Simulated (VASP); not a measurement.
# MoS2 (P-6m2) in VASP: a series of runs, part 2 of 2

VASP 6.6.1.

### Step 5. Single point, PBE+D3(BJ) (18.27 Å³/atom)

File INCAR:

```
ALGO = Normal
EDIFF = 1E-6
ENCUT = 500
GGA = PE
GGA_COMPAT = F
ISIF = 2
ISMEAR = 0
IVDW = 12
LASPH = T
LCHARG = F
LREAL = F
LWAVE = F
NBANDS = 20
NELM = 120
PREC = Accurate
SIGMA = 0.05
```

File KPOINTS:

```
k-points
0
Gamma
  12 12 6
```

File POSCAR:

```
MoS2
1.0
    3.1627153129      0.0000000000      0.0000000000
   -1.5813576565      2.7389918059      0.0000000000
    0.0000000000      0.0000000000      6.3254306258
Mo S
1 2
Direct
    0.0000000000      0.0000000000      0.0000000000
    0.3333333333      0.6666666667      0.2357940733
    0.3333333333      0.6666666667      0.7642059267
```

Run with:

```console
$ cat potpaw_PBE.64/Mo_sv/POTCAR potpaw_PBE.64/S/POTCAR > POTCAR
$ mpirun -np 1 vasp_std > vasp.out
```

Run time: 42 s. Hardware: 1 thread of Intel Xeon Platinum 8488C (Sapphire Rapids), shared host; peak memory 0.22 GiB.

The run converged. Its results:

```yaml
Free_energy: -22.8812 eV
Pressure: 6.9 GPa
Largest_force: 1.355 eV/Å
Band_gap_on_the_k_mesh: 0.61 eV (least direct gap 1.57 eV)
Dispersion_energy_per_atom: -0.414 eV
```

Forces in eV/Å, atoms in the order of the input:
```
Mo   0.000  0.000  0.000
S    0.000  0.000  1.355
S    0.000  0.000 -1.355
```

Stress tensor (GPa, compression positive):
```
 3.41  0.00  0.00
 0.00  3.41  0.00
 0.00  0.00 13.73
```

Levels at points of the mesh, in eV from the valence-band top:
```tsv
k point	band 10	band 11	band 12	band 13	band 14	band 15	band 16	band 17
(0.00, 0.00, 0.00)	-2.68	-2.68	-1.48	-1.18	2.00	2.00	2.31	2.31
(0.50, 0.00, 0.00)	-4.37	-2.12	-2.06	-1.81	1.34	1.85	3.62	3.93
(0.00, 0.00, 0.50)	-3.40	-2.71	-2.71	0.00	1.89	1.89	2.46	2.46
(0.50, 0.00, 0.50)	-4.41	-3.24	-2.02	-1.27	1.37	2.02	2.84	3.64
```

Caveat: the cell stands under pressure; forces of over 1 eV/Å act on the atoms, so gaps and moduli don't describe the material at rest. A k mesh can miss the band edges.

### Step 6. Single point, PBE+D3(BJ) (18.27 Å³/atom)

File INCAR:

```
ALGO     = Normal         # electronic algorithm
EDIFF    = 1E-6           # SCF threshold, eV
ENCUT    = 500            # plane-wave cutoff, eV
GGA      = PE             # functional
GGA_COMPAT= F            
ISIF     = 2              # what is computed and relaxed
ISMEAR   = 0              # smearing method
IVDW     = 12             # dispersion correction
LASPH    = T              # aspherical terms in the spheres
LCHARG   = T              # write CHGCAR
LELF     = T              # ELF
LREAL    = F              # projectors in reciprocal space
LVHAR    = T            
LWAVE    = F              # write WAVECAR
NBANDS   = 20             # bands
NELM     = 120            # most SCF steps
PREC     = Accurate       # precision mode
SIGMA    = 0.05           # smearing width, eV
```

KPOINTS is that of step 5.

File POSCAR:

```
MoS2
1.0
    3.1068451614      0.0000000000      0.0000000000
   -1.5534225807      2.6906068354      0.0000000000
    0.0000000000      0.0000000000      6.5549756181
Mo S
1 2
Direct
    0.0000000000      0.0000000000      0.0000000000
    0.3333333333      0.6666666667      0.2357940733
    0.3333333333      0.6666666667      0.7642059267
```

Potentials or basis: VASP PAW PBE potentials, release 64 (Mo_sv, S).

Run with:

```console
$ cat potpaw_PBE.64/Mo_sv/POTCAR potpaw_PBE.64/S/POTCAR > POTCAR
$ mpirun -np 1 vasp_std > vasp.out
```

OUTCAR:

```text
EDIFF = 1E-6
   ENCUT = 500
   GGA = PE
   ISIF = 2
   ISMEAR = 0
   IVDW = 12
   LASPH = T
   LREAL = F
   NELM = 120
   PREC = Accurate
 IVDW          = 12

 ion  position               nearest neighbor table
   1  0.000  0.000  0.000-   2 2.37   3 2.37   2 2.37   3 2.37   2 2.37   3 2.37
   2  0.333  0.667  0.236-   1 2.37   1 2.37   1 2.37
   3  0.333  0.667  0.764-   1 2.37   1 2.37   1 2.37

  LATTYP: Found a hexagonal cell.
 ALAT       =     3.1068451614
[... 747 lines left out ...]

 Edisp (eV)   -1.24346

 E8    (eV) :    -0.5020

  FORCE on cell =-STRESS in cart. coord.  units (eV):
  Direction    XX          YY          ZZ          XY          YZ          ZX
  --------------------------------------------------------------------------------------
  -------------------------------------------------------------------------------------
  Total       2.03296     2.03296     2.24968     0.00000     0.00000     0.00000
  in kB      59.44260    59.44260    65.77944     0.00000     0.00000     0.00000
  external pressure =       61.55 kB  Pullay stress =        0.00 kB

 VOLUME and BASIS-vectors are now :
 -----------------------------------------------------------------------------
  energy-cutoff  :      500.00
  volume of cell :       54.80
      direct lattice vectors                 reciprocal lattice vectors
     3.106845161  0.000000000  0.000000000     0.321869919  0.185831684  0.000000000
    -1.553422581  2.690606835  0.000000000     0.000000000  0.371663369  0.000000000
     0.000000000  0.000000000  6.554975618     0.000000000  0.000000000  0.152555869

 POSITION                                       TOTAL-FORCE (eV/Angst)
 -----------------------------------------------------------------------------------
      0.00000      0.00000      0.00000        -0.000000      0.000000      0.000000
     -0.00000      1.79374      1.54562         0.000000      0.000000      0.685350
     -0.00000      1.79374      5.00935         0.000000      0.000000     -0.685350
 -----------------------------------------------------------------------------------
    total drift:                                0.000000     -0.000000     -0.000000

  FREE ENERGIE OF THE ION-ELECTRON SYSTEM (eV)
  ---------------------------------------------------
  free  energy   TOTEN  =       -22.9480122409 eV

  energy  without entropy=      -22.9480122409  energy(sigma->0) =      -22.94801224
```

Wall time 38 s (1 thread of Intel Xeon Platinum 8488C (Sapphire Rapids), shared host); peak memory 0.22 GiB.

What came out:

| Property | Result |
| --- | --- |
| Free energy | -22.9480 eV |
| Pressure | 6.2 GPa |
| Largest force | 0.685 eV/Å |
| Band gap on the k mesh | 1.21 eV (least direct gap 1.86 eV) |
| Dispersion energy per atom | -0.414 eV |

Forces in eV/Å, atoms in the order of the input:
```
Mo   0.000  0.000  0.000
S    0.000  0.000  0.685
S    0.000  0.000 -0.685
```

Caveat: the cell stands under pressure. A k mesh can miss the band edges.

### Step 7. Overview

```csv
cell,gap on the mesh (eV),pressure (GPa),largest force (eV/Å)
"a = 3.025, b = 3.025, c = 6.915 Å, angles 90.0, 90.0, 120.0°, 3 atoms",1.30,5.4,0.33
"a = 3.135, b = 3.135, c = 6.439 Å, angles 90.0, 90.0, 120.0°, 3 atoms",1.01,6.5,1.02
"a = 3.079, b = 3.079, c = 6.673 Å, angles 90.0, 90.0, 120.0°, 3 atoms",1.35,5.9,0.35
"a = 3.163, b = 3.163, c = 6.325 Å, angles 90.0, 90.0, 120.0°, 3 atoms",0.61,6.9,1.36
"a = 3.107, b = 3.107, c = 6.555 Å, angles 90.0, 90.0, 120.0°, 3 atoms",1.21,6.2,0.69
```

Alike in all rows: task single point; level PBE+D3(BJ); potentials or basis VASP PAW PBE potentials, release 64 (Mo_sv, S); no spin polarisation; k mesh 12 × 12 × 6; cutoff (eV) 500; smearing gaussian 0.05 eV.

Caveats: the cell stands under pressure; forces of over 1 eV/Å act on the atoms, so gaps and moduli don't describe the material at rest (at least some runs).

Total energies depend on the potentials used, so only differences within one code and one set of settings carry meaning.
